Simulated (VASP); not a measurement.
**Mn: single point with PBE**

The system is Mn.

```xyz
1
Lattice="-1.2960 1.2960 1.2960 1.2960 -1.2960 1.2960 1.2960 1.2960 -1.2960" Properties=species:S:1:pos:R:3 pbc="T T T"
Mn    0.0000    0.0000    0.0000
```

This isn't the form of Mn at room conditions, which is a 58-atom cubic cell.

```
Program             : VASP 6.6.1
Task                : single point
Functional          : PBE
Potentials or basis : VASP PAW PBE potentials, release 64 (Mn_pv)
Cutoff              : 520 eV
k mesh              : 21 × 21 × 21
Occupations         : fermi-dirac, width 0.08 eV
Spin                : collinear spin, ferromagnetic start
Starting moments    : [3.0] μB
```

The pressure is 95.7 GPa, the net moment is 0.00 μB per cell and the valence electrons inside the program's atomic spheres are Mn 12.49.

Levels at points of the mesh, in eV from the Fermi level:
Spin up:
| k point | band 2 | band 3 | band 4 | band 5 | band 6 | band 7 | band 8 | band 9 | band 10 | band 11 |
| --- | --- | --- | --- | --- | --- | --- | --- | --- | --- | --- |
| (0.00, 0.00, 0.00) | -47.94 | -47.94 | -9.65 | -2.15 | -2.15 | -2.15 | 0.41 | 0.41 | 25.38 | 25.38 |
Spin down:
```tsv
k point	band 3	band 4	band 5	band 6	band 7	band 8	band 9	band 10
(0.00, 0.00, 0.00)	-47.94	-9.65	-2.15	-2.15	-2.15	0.41	0.41	25.38
```

Wall time 47 s on 1 thread of Intel(R) Xeon(R) 6975P-C (Granite Rapids) (shared host), peak memory 0.17 GiB.

Caveat: the cell stands under pressure.
